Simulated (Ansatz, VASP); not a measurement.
Two plane-wave programs on Hf

```
Hf
1.0
     4.21588    0.00000    0.00000
     0.00000    4.21588    0.00000
     0.00000    0.00000   16.00000
Hf
3
Direct
  0.00000 0.50000 0.54297
  0.50000 0.00000 0.54297
  0.00000 0.00000 0.45703
```

Alike in both runs: task single point; functional PBE; k mesh 4 × 4 × 1; occupations gaussian, width 0.1 eV; no spin polarisation.

|  | VASP | Ansatz |
| --- | --- | --- |
| version | VASP 6.6.1 | Ansatz 0.2.0 |
| potentials or method | VASP PAW PBE potentials, release 64 (Hf_pv), cutoff 520 eV | scalar-relativistic, plane waves, PAW |
| valence electrons in the cell | 30 | 78 |

|  | VASP | Ansatz | Ansatz less VASP |
| --- | --- | --- | --- |
| gap on the k mesh at the Fermi level (eV) | none | none | - |
| rms of the force components (eV/Å) | 2.092 | 2.148 | +0.0552 |

Atom by atom the forces differ by 0.055 eV/Å (rms over components). A gap of «none» marks a metal or a gap that the smearing closes. VASP's potentials hold 30 valence electrons a cell and Ansatz's 78, so a difference there can come from the potentials and not from the codes. Ansatz's warnings: slab cell height set.

The k mesh is coarse, so the values compare programs but aren't converged. Spin-orbit coupling is off throughout.
